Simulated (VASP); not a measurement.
# AlIn2Sb3 (P3m1) in VASP: a series of runs

Runs on AlIn2Sb3. Level: PBE. Tasks: single point.

Program: VASP 6.6.1. These are calculated values, not measurements. Logs are shortened: lines on timing, memory, paths and dates and some standing lists are left out, and cuts for length are marked.

### Step 1. The cell of the first run

Symmetry: P3m1, No. 156, trigonal system. Conventional cell: a = 4.592 Å, b = 4.592 Å, c = 11.265 Å, α = 90.00°, β = 90.00°, γ = 120.00°. Within 3.6 Å of Al (site symmetry 3m) lie 4 Sb at 2.69 to 2.77 Å. In (site symmetry 3m) has 4 Sb at 2.84 to 2.88 Å within 3.7 Å. Within 3.7 Å of In (site symmetry 3m) lie 4 Sb at 2.84 to 2.86 Å. Within 3.7 Å of Sb (site symmetry 3m) lie 3 Al at 2.77 Å and 1 In at 2.88 Å. Within 3.6 Å of Sb (site symmetry 3m) lie 1 Al at 2.69 Å and 3 In at 2.84 Å. Within 3.7 Å of Sb (site symmetry 3m) lie 4 In at 2.84 to 2.86 Å.

### Step 2. Single point, PBE

The input, INCAR:

```
PREC = Accurate
ENCUT = 520
EDIFF = 1E-7
ISMEAR = 0
SIGMA = 0.1
LREAL = False
LASPH = True
NELM = 80
ALGO = Normal
ISIF = 2
LWAVE = False
LCHARG = False
GGA = PE
NBANDS = 31
```

The input, KPOINTS:

```
regular mesh
0
Gamma
  6 6 2
```

The input, POSCAR:

```
AlIn2Sb3
1.0
    4.5916574000      0.0000000000      0.0000000000
   -2.2958287000      3.9764920000      0.0000000000
    0.0000000000      0.0000000000     11.2654252000
Al In Sb
1 2 3
Direct
    0.3333333000      0.6666667000      0.6670400000
    0.0000000000      0.0000000000      0.9941110000
    0.6666667000      0.3333333000      0.3379010000
    0.0000000000      0.0000000000      0.7388430000
    0.3333333000      0.6666667000      0.4279650000
    0.6666667000      0.3333333000      0.0841400000
```

Potentials or basis: VASP PAW PBE potentials, release 64 (Al, In_d, Sb).

Command:

```console
> cat potpaw_PBE.64/Al/POTCAR potpaw_PBE.64/In_d/POTCAR potpaw_PBE.64/Sb/POTCAR > POTCAR
> mpirun -np 1 vasp_std > vasp.out
```

OUTCAR:

```text
PREC = Accurate
   ENCUT = 520
   EDIFF = 1E-7
   ISMEAR = 0
   LREAL = False
   LASPH = True
   NELM = 80
   ISIF = 2
   GGA = PE

 ion  position               nearest neighbor table
   1  0.333  0.667  0.667-   5 2.69   4 2.77   4 2.77   4 2.77
   2  0.000  0.000  0.994-   6 2.84   6 2.84   6 2.84   4 2.88
   3  0.667  0.333  0.338-   5 2.84   5 2.84   5 2.84   6 2.86
   4  0.000  0.000  0.739-   1 2.77   1 2.77   1 2.77   2 2.88
   5  0.333  0.667  0.428-   1 2.69   3 2.84   3 2.84   3 2.84
   6  0.667  0.333  0.084-   2 2.84   2 2.84   2 2.84   3 2.86

  LATTYP: Found a hexagonal cell.
 ALAT       =     4.5916574000
 C/A-ratio  =     2.4534550857

  Lattice vectors:

 A1 = (   4.5916574000,   0.0000000000,   0.0000000000)
 A2 = (  -2.2958287000,   3.9764920000,   0.0000000000)
 A3 = (   0.0000000000,   0.0000000000,  11.2654252000)

Analysis of symmetry for initial positions (statically):
=====================================================================
 Subroutine PRICEL returns:
 Original cell was already a primitive cell.

 Routine SETGRP: Setting up the symmetry group for a
 hexagonal supercell.

 Subroutine GETGRP returns: Found  6 space group operations
 (whereof  6 operations were pure point group operations)
 out of a pool of 24 trial point group operations.

The static configuration has the point symmetry C_3v.

Analysis of symmetry for dynamics (positions and initial velocities):
=====================================================================
 Subroutine PRICEL returns:
 Original cell was already a primitive cell.

 Routine SETGRP: Setting up the symmetry group for a
 hexagonal supercell.

 Subroutine GETGRP returns: Found  6 space group operations
 (whereof  6 operations were pure point group operations)
 out of a pool of 24 trial point group operations.

The dynamic configuration has the point symmetry C_3v.

 Subroutine INISYM returns: Found  6 space group operations
 (whereof  6 operations are pure point group operations),
 and found     1 'primitive' translations

----------------------------------------------------------------------------------------

                                     Primitive cell

  volume of cell :     205.6919

  direct lattice vectors                    reciprocal lattice vectors
     4.591657400  0.000000000  0.000000000     0.217786283  0.125738968  0.000000000
    -2.295828700  3.976492000  0.000000000     0.000000000  0.251477936  0.000000000
     0.000000000  0.000000000 11.265425200     0.000000000  0.000000000  0.088767178

  length of vectors
     4.591657400  4.591657440 11.265425200     0.251477938  0.251477936  0.088767178

  position of ions in fractional coordinates (direct lattice)
     0.333333300  0.666666700  0.667040000
     0.000000000  0.000000000  0.994111000
     0.666666700  0.333333300  0.337901000
     0.000000000  0.000000000  0.738843000
     0.333333300  0.666666700  0.427965000
     0.666666700  0.333333300  0.084140000

  ion indices of the primitive-cell ions
   primitive index   ion index
                 1           1
                 2           2
                 3           3
                 4           4
                 5           5
                 6           6

----------------------------------------------------------------------------------------

 KPOINTS: regular mesh

Automatic generation of k-mesh.
 Grid dimensions read from file:
 generate k-points for:    6    6    2

 Generating k-lattice:

  Cartesian coordinates                     Fractional coordinates (reciprocal lattice)
     0.036297714  0.020956495  0.000000000     0.166666667  0.000000000  0.000000000
     0.000000000  0.041912989  0.000000000     0.000000000  0.166666667  0.000000000
     0.000000000  0.000000000  0.044383589     0.000000000  0.000000000  0.500000000

  Length of vectors
     0.041912990  0.041912989  0.044383589

  Shift w.r.t. Gamma in fractional coordinates (k-lattice)
     0.000000000  0.000000000  0.000000000

 Subroutine IBZKPT returns following result:
 ===========================================

 Found     14 irreducible k-points:

 Following reciprocal coordinates:
            Coordinates               Weight
  0.000000  0.000000  0.000000      1.000000
  0.166667  0.000000  0.000000      6.000000
  0.333333  0.000000  0.000000      6.000000
  0.500000  0.000000  0.000000      3.000000
  0.166667  0.166667  0.000000      6.000000
  0.333333  0.166667  0.000000     12.000000
  0.333333  0.333333  0.000000      2.000000
  0.000000  0.000000  0.500000      1.000000
  0.166667  0.000000  0.500000      6.000000
  0.333333  0.000000  0.500000      6.000000
  0.500000  0.000000  0.500000      3.000000
  0.166667  0.166667  0.500000      6.000000
  0.333333  0.166667  0.500000     12.000000
  0.333333  0.333333  0.500000      2.000000
   k-points           NKPTS =     14   k-points in BZ     NKDIM =     14   number of bands    NBANDS=     31
   number of dos      NEDOS =    301   number of ions     NIONS =      6
   total plane-waves  NPLWV = 108864
   dimension x,y,z NGX =    36 NGY =   36 NGZ =   84
   dimension x,y,z NGXF=    72 NGYF=   72 NGZF=  168
   ions per type =               1   2   3
   NGX,Y,Z   is equivalent  to a cutoff of  13.03, 13.03, 12.40 a.u.
   NGXF,Y,Z  is equivalent  to a cutoff of  26.07, 26.07, 24.79 a.u.
 SYSTEM =  unknown system
   PREC   = accura    normal or accurate (medium, high low for compatibility)
   ISTART =      0    job   : 0-new  1-cont  2-samecut
   ICHARG =      2    charge: 1-file 2-atom 10-const
   ISPIN  =      1    spin polarized calculation?
   LNONCOLLINEAR =      F non collinear calculations
   LSORBIT =      F    spin-orbit coupling
   LASPH  =      T    aspherical Exc in radial PAW
   ENCUT  =  520.0 eV  38.22 Ry    6.18 a.u.   8.54  8.54 20.95*2*pi/ulx,y,z
   NELM   =     80;   NELMIN=  2; NELMDL= -5     # of ELM steps
   EDIFF  = 0.1E-06   stopping-criterion for ELM
   LREAL  =      F    real-space projection
   EDIFFG = 0.1E-05   stopping-criterion for IOM
   NSW    =      0    number of steps for IOM
   IBRION =     -1    ionic relax: 0-MD 1-quasi-New 2-CG
   NFREE  =      0    steps in history (QN), initial steepest desc. (CG)
   ISIF   =      2    stress and relaxation
   ISYM   =      2    0-nonsym 1-usesym 2-fastsym
   POTIM  = 0.5000    time-step for ionic-motion
   TEBEG  =    0.0;   TEEND  =   0.0 temperature during run
   PSTRESS=    0.0 pullay stress
   NELECT =      44.0000    total number of electrons
   NUPDOWN=      -1.0000    fix difference up-down
   EMIN   =  10.00;   EMAX   =-10.00  energy-range for DOS
   EFERMI =   0.00;   METHOD = LEGACY
   ISMEAR =     0;   SIGMA  =   0.10  broadening in eV -4-tet -1-fermi 0-gaus
   EFERMI_NEDOS =   21; number of points for ismear=-14 and -15
   IALGO  =     38    algorithm
   IMIX   =      4    mixing-type and parameters
     AMIX     =   0.40;   BMIX     =  1.00
     AMIX_MAG =   1.60;   BMIX_MAG =  1.00
  volume/ion in A,a.u.               =      34.28       231.35
  Fermi-wavevector in a.u.,A,eV,Ry     =   0.979084  1.850201 13.042622  0.958606
  Thomas-Fermi vector in A             =   2.109910
   LORBIT       =      0    0 simple, 1 ext, 2 COOP (PROOUT), +10 PAW based schemes
   GGA     = PE    functional components
   LHFCALC =     F    Hartree Fock is set to
   AEXX    =    0.0000 exact exchange contribution
   IVDW    =     0    specifies the selected vdW correction
   LEPSILON=     F    determine dielectric tensor
   LRPA    =     F    only Hartree local field effects (RPA)
 non-spin polarized calculation
 Gauss-broadening in eV      SIGMA  =   0.10
  energy-cutoff  :      520.00
  volume of cell :      205.69
 maximum number of plane-waves:      5598
 NGX is ok and might be reduce to    36
   NGX = 17   NGY = 17   NGZ = 41

 number of electron      44.0000004 magnetization

 Free energy of the ion-electron system (eV)
  ---------------------------------------------------
  ext. energy  EPLUGINS =         0.00000000
  ---------------------------------------------------
  free energy    TOTEN  =       -21.99292233 eV

  energy without entropy =      -21.99102615  energy(sigma->0) =      -21.99197424

 E-fermi :   4.5133     XC(G=0):  -8.4327

 val. band max:        4.5058838119   @ k =   0.0000   0.0000   0.0000
 cond. band min:       5.0050306029   @ k =   0.0000   0.0000   0.5000
 fundamental gap:      0.4991467910
 Fermi energy:         4.5133476966

 k-point     1 :       0.0000    0.0000    0.0000
  band No.  band energies     occupation
      1      -9.9947      2.00000
      2      -9.9689      2.00000
      3      -9.9689      2.00000
      4      -9.9677      2.00000
      5      -9.9513      2.00000
      6      -9.9513      2.00000
[... 23 lines left out ...]
     30       8.0451      0.00000
     31       8.4494      0.00000

 k-point     2 :       0.1667    0.0000    0.0000
  band No.  band energies     occupation
      1     -10.0017      2.00000
      2      -9.9817      2.00000
      3      -9.9638      2.00000
      4      -9.9607      2.00000
      5      -9.9478      2.00000
      6      -9.9458      2.00000
[... 23 lines left out ...]
     30       8.4163      0.00000
     31       8.5204      0.00000

 k-point     3 :       0.3333    0.0000    0.0000
  band No.  band energies     occupation
      1     -10.0176      2.00000
      2     -10.0006      2.00000
      3      -9.9549      2.00000
      4      -9.9533      2.00000
      5      -9.9395      2.00000
      6      -9.9358      2.00000
[... 23 lines left out ...]
     30       9.1680      0.00000
     31       9.3001      0.00000

 k-point     4 :       0.5000    0.0000    0.0000
  band No.  band energies     occupation
      1     -10.0259      2.00000
      2     -10.0096      2.00000
      3      -9.9513      2.00000
      4      -9.9502      2.00000
      5      -9.9353      2.00000
      6      -9.9315      2.00000
[... 23 lines left out ...]
     30       9.2023      0.00000
     31      10.0304      0.00000

 k-point     5 :       0.1667    0.1667    0.0000
  band No.  band energies     occupation
      1     -10.0114      2.00000
      2      -9.9962      2.00000
      3      -9.9579      2.00000
      4      -9.9536      2.00000
      5      -9.9446      2.00000
      6      -9.9373      2.00000
[... 23 lines left out ...]
     30       8.4811      0.00000
     31       8.8413      0.00000
[... 202 lines left out ...]
     30      10.3039      0.00000
     31      10.4645      0.00000

 k-point    12 :       0.1667    0.1667    0.5000
  band No.  band energies     occupation
      1     -10.0113      2.00000
      2      -9.9964      2.00000
      3      -9.9578      2.00000
      4      -9.9534      2.00000
      5      -9.9447      2.00000
      6      -9.9373      2.00000
[... 23 lines left out ...]
     30       9.0786      0.00000
     31       9.2970      0.00000

 k-point    13 :       0.3333    0.1667    0.5000
  band No.  band energies     occupation
      1     -10.0208      2.00000
      2     -10.0092      2.00000
      3      -9.9528      2.00000
      4      -9.9482      2.00000
      5      -9.9383      2.00000
      6      -9.9332      2.00000
[... 23 lines left out ...]
     30       9.0999      0.00000
     31       9.3676      0.00000

 k-point    14 :       0.3333    0.3333    0.5000
  band No.  band energies     occupation
      1     -10.0171      2.00000
      2     -10.0155      2.00000
      3      -9.9529      2.00000
      4      -9.9427      2.00000
      5      -9.9385      2.00000
      6      -9.9356      2.00000
[... 23 lines left out ...]
     30       9.4187      0.00000
     31       9.4883      0.00000

------------------------ aborting loop because EDIFF is reached ----------------------------------------

  FORCE on cell =-STRESS in cart. coord.  units (eV):
  Direction    XX          YY          ZZ          XY          YZ          ZX
  --------------------------------------------------------------------------------------
  -------------------------------------------------------------------------------------
  Total        0.1606737      0.1606737      0.0141336     -0.0000000      0.0000000      0.0000000
  in kB        1.2515215      1.2515215      0.1100894     -0.0000000      0.0000000      0.0000000
  external PRESSURE =       0.8710441 kB  Pullay stress =       0.0000000 kB

 VOLUME and BASIS-vectors are now :
 -----------------------------------------------------------------------------
  energy-cutoff  :      520.00
  volume of cell :      205.69
      direct lattice vectors                 reciprocal lattice vectors
     4.591657400  0.000000000  0.000000000     0.217786283  0.125738968  0.000000000
    -2.295828700  3.976492000  0.000000000     0.000000000  0.251477936  0.000000000
     0.000000000  0.000000000 11.265425200     0.000000000  0.000000000  0.088767178

 POSITION                                       TOTAL-FORCE (eV/Angst)
 -----------------------------------------------------------------------------------
     -0.00000      2.65099      7.51449         0.000000      0.000000      0.012581
      0.00000      0.00000     11.19908         0.000000      0.000000     -0.016834
      2.29583      1.32550      3.80660        -0.000000     -0.000000     -0.008964
      0.00000      0.00000      8.32338         0.000000      0.000000      0.002862
     -0.00000      2.65099      4.82121         0.000000     -0.000000     -0.004541
      2.29583      1.32550      0.94787         0.000000     -0.000000      0.014897
 -----------------------------------------------------------------------------------
    total drift:                               -0.000107      0.000061      0.000854

  FREE ENERGIE OF THE ION-ELECTRON SYSTEM (eV)
  ---------------------------------------------------
  free  energy   TOTEN  =       -21.9929223324 eV

  energy  without entropy=      -21.9910261524  energy(sigma->0) =      -21.99197424
```

Run time: 49 s. Hardware: 1 thread of Intel Xeon 6975P-C (Granite Rapids), shared host; peak memory 0.36 GiB.

Results:

```
Free energy            : -21.9929 eV
Pressure               : 0.1 GPa
Largest force          : 0.017 eV/Å
Band gap on the k mesh : zero (filled and empty bands touch)
```

Forces on the atoms (eV/Å):
```
Al   0.000  0.000  0.013
In   0.000  0.000 -0.017
In   0.000  0.000 -0.009
Sb   0.000  0.000  0.003
Sb   0.000  0.000 -0.005
Sb   0.000  0.000  0.015
```

Levels at points of the mesh, in eV from the Fermi level:
```
           k point  band 18  band 19  band 20  band 21  band 22  band 23  band 24  band 25  band 26  band 27
(0.00, 0.00, 0.00)    -0.62    -0.62    -0.17    -0.10    -0.01    -0.01     0.62     0.95     2.83     2.83
(0.50, 0.00, 0.00)    -2.21    -2.13    -2.10    -1.41    -1.24     1.19     1.27     1.75     1.79     3.50
(0.00, 0.00, 0.50)    -1.13    -0.42    -0.42    -0.20    -0.20     0.49     1.00     1.17     3.06     3.06
(0.50, 0.00, 0.50)    -2.57    -2.10    -1.77    -1.00    -0.94     0.54     1.28     1.76     2.61     2.66
```

Caveat: semilocal functionals underestimate gaps, and a narrow one can read as zero; spin-orbit coupling is left out, which moves the levels of the heavy elements.

[end of part 1 of 2]

The gap in the log of VASP goes by the Fermi energy; the results here count the filled bands.